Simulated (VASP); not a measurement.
# C (P6_3/mmc) in VASP: further runs, part 2 of 2

VASP 6.6.1. The steps go on from the part before.

## 3. Relaxation of cell and atoms, PBE+D3(BJ), target pressure 8 GPa, at which the enthalpy is minimised

This run uses another cell than the first one, of 8.86 Å³/atom, 1.137 times its volume.

The input, INCAR:

```
SYSTEM = C
  ALGO = Normal
  EDIFF = 1E-6
  EDIFFG = -0.001
  ENCUT = 600
  GGA = PE
  IBRION = 2
  ISIF = 3
  ISMEAR = -1
  IVDW = 12
  LASPH = .TRUE.
  LCHARG = .FALSE.
  LREAL = .FALSE.
  LWAVE = .FALSE.
  NELM = 100
  NSW = 80
  PREC = Accurate
  PSTRESS = 80.0
  SIGMA = 0.15
```

The input, KPOINTS:

```
k-points
0
G
  18 18 6
  0 0 0
```

The input, POSCAR:

```
C
1.0
    2.4649796668      0.0000000000      0.0000000000
   -1.2324898334      2.1347350113      0.0000000000
    0.0000000000      0.0000000000      6.7384328400
C
4
Direct
    0.0000000000      0.0000000000      0.0025000000
    0.0000000000      0.0000000000      0.5025000000
    0.3333333333      0.6666666667      0.0025000000
    0.6666666667      0.3333333333      0.5025000000
```

Potentials or basis: VASP PAW PBE potentials, release 64 (C).

Command:

```console
$ cat potpaw_PBE.64/C/POTCAR > POTCAR
$ mpirun -np 1 vasp_std > vasp.out
```

OUTCAR:

```text
SYSTEM = C
   EDIFF = 1E-6
   EDIFFG = -0.001
   ENCUT = 600
   GGA = PE
   IBRION = 2
   ISIF = 3
   ISMEAR = -1
   IVDW = 12
   LASPH = .TRUE.
   LREAL = .FALSE.
   NELM = 100
   NSW = 80
   PREC = Accurate
   PSTRESS = 80.0
 IVDW          = 12

 ion  position               nearest neighbor table
   1  0.000  0.000  0.002-   3 1.42   3 1.42   3 1.42
   2  0.000  0.000  0.502-   4 1.42   4 1.42   4 1.42
   3  0.333  0.667  0.002-   1 1.42   1 1.42   1 1.42
   4  0.667  0.333  0.502-   2 1.42   2 1.42   2 1.42

  LATTYP: Found a hexagonal cell.
 ALAT       =     2.4649796668
 C/A-ratio  =     2.7336667035

  Lattice vectors:

 A1 = (   2.4649796668,   0.0000000000,   0.0000000000)
 A2 = (  -1.2324898334,   2.1347350113,   0.0000000000)
 A3 = (   0.0000000000,   0.0000000000,   6.7384328400)

Analysis of symmetry for initial positions (statically):
=====================================================================
 Subroutine PRICEL returns:
 Original cell was already a primitive cell.

 Routine SETGRP: Setting up the symmetry group for a
 hexagonal supercell.

 Subroutine GETGRP returns: Found 24 space group operations
 (whereof  6 operations were pure point group operations)
 out of a pool of 24 trial point group operations.

The static configuration has the point symmetry C_3v.
 The point group associated with its full space group is D_6h.

Analysis of symmetry for dynamics (positions and initial velocities):
=====================================================================
 Subroutine PRICEL returns:
 Original cell was already a primitive cell.

 Routine SETGRP: Setting up the symmetry group for a
 hexagonal supercell.

 Subroutine GETGRP returns: Found 24 space group operations
 (whereof  6 operations were pure point group operations)
 out of a pool of 24 trial point group operations.

The dynamic configuration has the point symmetry C_3v.
 The point group associated with its full space group is D_6h.

 Subroutine INISYM returns: Found 24 space group operations
 (whereof  6 operations are pure point group operations),
 and found     1 'primitive' translations

----------------------------------------------------------------------------------------

                                     Primitive cell

  volume of cell :      35.4582

  direct lattice vectors                    reciprocal lattice vectors
     2.464979667  0.000000000  0.000000000     0.405682860  0.234221108  0.000000000
    -1.232489833  2.134735011  0.000000000     0.000000000  0.468442216  0.000000000
     0.000000000  0.000000000  6.738432840     0.000000000  0.000000000  0.148402459

  length of vectors
     2.464979667  2.464979667  6.738432840     0.468442216  0.468442216  0.148402459

  position of ions in fractional coordinates (direct lattice)
     0.000000000  0.000000000  0.002500000
     0.000000000  0.000000000  0.502500000
     0.333333333  0.666666667  0.002500000
     0.666666667  0.333333333  0.502500000

  ion indices of the primitive-cell ions
   primitive index   ion index
                 1           1
                 2           2
                 3           3
                 4           4

----------------------------------------------------------------------------------------

[... 25 lines left out ...]
            Coordinates               Weight
  0.000000  0.000000  0.000000      1.000000
  0.055556  0.000000  0.000000      6.000000
  0.111111  0.000000  0.000000      6.000000
  0.166667  0.000000  0.000000      6.000000
  0.222222  0.000000  0.000000      6.000000
  0.277778  0.000000  0.000000      6.000000
[... 16 lines left out ...]
  0.333333  0.111111  0.000000     12.000000
  0.388889  0.111111  0.000000     12.000000
 [... further k-points ...]
   k-points           NKPTS =    148   k-points in BZ     NKDIM =    148   number of bands    NBANDS=     12
   number of dos      NEDOS =    301   number of ions     NIONS =      4
   total plane-waves  NPLWV =  21600
   dimension x,y,z NGX =    20 NGY =   20 NGZ =   54
   dimension x,y,z NGXF=    40 NGYF=   40 NGZF=  108
   ions per type =               4
   NGX,Y,Z   is equivalent  to a cutoff of  13.49, 13.49, 13.32 a.u.
   NGXF,Y,Z  is equivalent  to a cutoff of  26.98, 26.98, 26.65 a.u.
 SYSTEM =  C
   PREC   = accura    normal or accurate (medium, high low for compatibility)
   ISTART =      0    job   : 0-new  1-cont  2-samecut
   ICHARG =      2    charge: 1-file 2-atom 10-const
   ISPIN  =      1    spin polarized calculation?
   LNONCOLLINEAR =      F non collinear calculations
   LSORBIT =      F    spin-orbit coupling
   LASPH  =      T    aspherical Exc in radial PAW
   ENCUT  =  600.0 eV  44.10 Ry    6.64 a.u.   4.92  4.92 13.46*2*pi/ulx,y,z
   NELM   =    100;   NELMIN=  2; NELMDL= -5     # of ELM steps
   EDIFF  = 0.1E-05   stopping-criterion for ELM
   LREAL  =      F    real-space projection
   EDIFFG = -.1E-02   stopping-criterion for IOM
   NSW    =     80    number of steps for IOM
   IBRION =      2    ionic relax: 0-MD 1-quasi-New 2-CG
   NFREE  =      1    steps in history (QN), initial steepest desc. (CG)
   ISIF   =      3    stress and relaxation
   ISYM   =      2    0-nonsym 1-usesym 2-fastsym
   POTIM  = 0.5000    time-step for ionic-motion
   TEBEG  =    0.0;   TEEND  =   0.0 temperature during run
   PSTRESS=   80.0 pullay stress
   NELECT =      16.0000    total number of electrons
   NUPDOWN=      -1.0000    fix difference up-down
   EMIN   =  10.00;   EMAX   =-10.00  energy-range for DOS
   EFERMI =   0.00;   METHOD = LEGACY
   ISMEAR =    -1;   SIGMA  =   0.15  broadening in eV -4-tet -1-fermi 0-gaus
   EFERMI_NEDOS =   21; number of points for ismear=-14 and -15
   IALGO  =     38    algorithm
   IMIX   =      4    mixing-type and parameters
     AMIX     =   0.40;   BMIX     =  1.00
     AMIX_MAG =   1.60;   BMIX_MAG =  1.00
  volume/ion in A,a.u.               =       8.86        59.82
  Fermi-wavevector in a.u.,A,eV,Ry     =   1.255672  2.372875 21.452459  1.576711
  Thomas-Fermi vector in A             =   2.389417
   LORBIT       =      0    0 simple, 1 ext, 2 COOP (PROOUT), +10 PAW based schemes
   GGA     = PE    functional components
   LHFCALC =     F    Hartree Fock is set to
   AEXX    =    0.0000 exact exchange contribution
   IVDW    =    12    specifies the selected vdW correction
   LEPSILON=     F    determine dielectric tensor
   LRPA    =     F    only Hartree local field effects (RPA)
 conjugate gradient relaxation of ions
 non-spin polarized calculation
  energy-cutoff  :      600.00
  volume of cell :       35.46
 maximum number of plane-waves:      1215
 NGX is ok and might be reduce to    20
   NGX =  9   NGY =  9   NGZ = 27

--------------------------------------- Ionic step        1  -------------------------------------------

 number of electron      16.0000000 magnetization

 Free energy of the ion-electron system (eV)
  ---------------------------------------------------
  ext. energy  EPLUGINS =         0.00000000
  ---------------------------------------------------
  free energy    TOTEN  =       -36.85924227 eV

  energy without entropy =      -36.85404688  energy(sigma->0) =      -36.85664458

------------------------ aborting loop because EDIFF is reached ----------------------------------------

 Edisp (eV)   -0.62221

 E8    (eV) :    -0.1762
[... 119 lines left out ...]
  energy  without entropy=      -37.4537435639  energy(sigma->0) =      -37.45626713

  enthalpy is  TOTEN    =       -35.7350153393 eV   P V=        1.7237753558

[... ionic steps 4 to 11 ...]

--------------------------------------- Ionic step       12  -------------------------------------------

 number of electron      16.0000001 magnetization

------------------------ aborting loop because EDIFF is reached ----------------------------------------
[... 83 lines left out ...]
--------------------------------------- Ionic step       14  -------------------------------------------

 number of electron      16.0000001 magnetization

 Free energy of the ion-electron system (eV)
  ---------------------------------------------------
  ext. energy  EPLUGINS =         0.00000000
  ---------------------------------------------------
  free energy    TOTEN  =       -36.68631788 eV

  energy without entropy =      -36.68041875  energy(sigma->0) =      -36.68336832

 E-fermi :   5.8702     XC(G=0): -11.1649

 val. band max:        5.8589296416   @ k =   0.3333   0.3333   0.3333
 cond. band min:       5.8884743807   @ k =   0.3333   0.3333   0.5000
 fundamental gap:      0.0295447391
 Fermi energy:         5.8701874156

 k-point     1 :       0.0000    0.0000    0.0000
  band No.  band energies     occupation
      1     -14.0965      2.00000
      2     -13.4027      2.00000
      3      -3.3436      2.00000
      4       0.0587      2.00000
      5       2.8675      2.00000
      6       2.8675      2.00000
      7       2.9239      2.00000
      8       2.9239      2.00000
      9      11.3775      0.00000
     10      14.2806      0.00000
     11      14.2806      0.00000
     12      14.4137      0.00000
[... 331 lines left out ...]
 k-point    24 :       0.3889    0.1111    0.0000
  band No.  band energies     occupation
      1      -9.2592      2.00000
      2      -8.7593      2.00000
      3      -6.5693      2.00000
      4      -6.1713      2.00000
      5      -1.4749      2.00000
      6      -1.2684      2.00000
      7       2.2605      2.00000
      8       4.2069      1.99997
      9       7.6422      0.00001
     10       8.9133      0.00000
     11      14.2837      0.00000
     12      15.1810      0.00000

 [... further k-points ...]

------------------------ aborting loop because EDIFF is reached ----------------------------------------

 Edisp (eV)   -0.71413

 E8    (eV) :    -0.2052
[... 31 lines left out ...]
  energy  without entropy=      -37.3945534302  energy(sigma->0) =      -37.39750300

  enthalpy is  TOTEN    =       -35.8488676003 eV   P V=        1.5515849662

 reached required accuracy - stopping structural energy minimisation
```

OSZICAR:

```text
N       E                     dE             d eps       ncg     rms          rms(c)
DAV:   1     0.521055374020E+02    0.52106E+02   -0.89936E+03  3552   0.139E+03
DAV:   2    -0.353142709019E+02   -0.87420E+02   -0.80607E+02  5020   0.234E+02
DAV:   3    -0.391758506037E+02   -0.38616E+01   -0.38332E+01  4540   0.502E+01
DAV:   4    -0.392226070560E+02   -0.46756E-01   -0.46704E-01  4420   0.644E+00
[... 92 lines left out ...]
  13 F= -.35848868E+02 E0= -.35845919E+02  d E =-.126575E-05
       N       E                     dE             d eps       ncg     rms          rms(c)
DAV:   1    -0.366863195608E+02    0.23112E-03   -0.57799E-05  3584   0.640E-02    0.520E-03
DAV:   2    -0.366863183650E+02    0.11958E-05   -0.13481E-06  2796   0.928E-03    0.284E-03
DAV:   3    -0.366863178849E+02    0.48007E-06   -0.14592E-06  2544   0.900E-03
  14 F= -.35848868E+02 E0= -.35845918E+02  d E =-.121232E-05
```

CONTCAR:

```text
C
   1.00000000000000
     2.4515329805129253   -0.0000000000000000    0.0000000000000000
    -1.2257664902564627    2.1230898393911652   -0.0000000000000000
     0.0000000000000000   -0.0000000000000000    5.9702160306983982
  C
     4
Direct
     0.0000000000000000    1.0000000000000000    0.0024999999999977
     0.0000000000000000    0.0000000000000000    0.5024999999999977
     0.3333333332999970    0.6666666667000030    0.0024999999999977
     0.6666666667000030    0.3333333332999970    0.5024999999999977

  0.00000000E+00  0.00000000E+00  0.00000000E+00
  0.00000000E+00  0.00000000E+00  0.00000000E+00
  0.00000000E+00  0.00000000E+00  0.00000000E+00
  0.00000000E+00  0.00000000E+00  0.00000000E+00
```

It took 2.7 min on 1 thread of Intel Xeon 6975P-C (Granite Rapids), shared host; peak memory 0.21 GiB.

What came out:

```yaml
Free_energy: -37.4005 eV
Relaxed_volume: 7.77 Å³/atom
Relaxed_cell: a = 2.452 Å, b = 2.452 Å, c = 5.970 Å, α = 90.00°, β = 90.00°, γ = 120.00°
Space_group_after_relaxing_to_0.05_Å: P6_3/mmc (No. 194)
Energy_change_on_relaxing_the_enthalpy_is_what_falls: +20.2 meV/atom
Ionic_steps: 14
Pressure_after_relaxing: 8.0 GPa
Band_gap_on_the_k_mesh: zero (band 8 reaches 5.86 eV, above the bottom of band 9 at 5.77 eV)
Dispersion_energy_per_atom: -0.179 eV
```

Step by step:
```csv
step,energy change (eV),largest force (eV/Å),pressure (GPa),volume (Å³)
1,0.0000,0.0000,0.02,35.46
2,0.1350,0.0000,21.01,33.24
3,0.0227,0.0000,8.10,34.52
4,0.0226,0.0000,8.06,33.60
5,0.0953,0.0000,9.10,30.80
6,0.0810,0.0000,8.90,31.08
7,0.0844,0.0000,9.01,31.01
8,0.0691,0.0000,4.10,31.40
9,0.0804,0.0000,7.98,31.09
10,0.0805,0.0000,7.99,31.08
11,0.0805,0.0000,8.01,31.08
12,0.0808,0.0000,8.01,31.08
13,0.0808,0.0000,7.99,31.08
14,0.0810,0.0000,8.00,31.07
```

Final structure:
```
C
1.0
     2.45153    0.00000    0.00000
    -1.22577    2.12309    0.00000
     0.00000    0.00000    5.97022
C
4
Direct
  0.00000 0.00000 0.00250
  0.00000 0.00000 0.50250
  0.33333 0.66667 0.00250
  0.66667 0.33333 0.50250
```

Levels at points of the mesh, in eV from the Fermi level:
| k point | band 5 | band 6 | band 7 | band 8 | band 9 | band 10 | band 11 | band 12 |
| --- | --- | --- | --- | --- | --- | --- | --- | --- |
| (0.00, 0.00, 0.00) | -3.00 | -3.00 | -2.95 | -2.95 | 5.51 | 8.41 | 8.41 | 8.54 |
| (0.50, 0.00, 0.00) | -6.49 | -6.33 | -3.21 | -2.04 | 1.70 | 2.61 | 7.14 | 8.02 |
| (0.00, 0.00, 0.50) | -2.97 | -2.97 | -2.97 | -2.97 | 8.47 | 8.47 | 9.20 | 9.20 |
| (0.50, 0.00, 0.50) | -6.41 | -6.41 | -2.39 | -2.39 | 1.64 | 1.64 | 7.56 | 7.56 |

Caveat: the cell is relaxed towards a set pressure, so the enthalpy falls and the energy may rise.
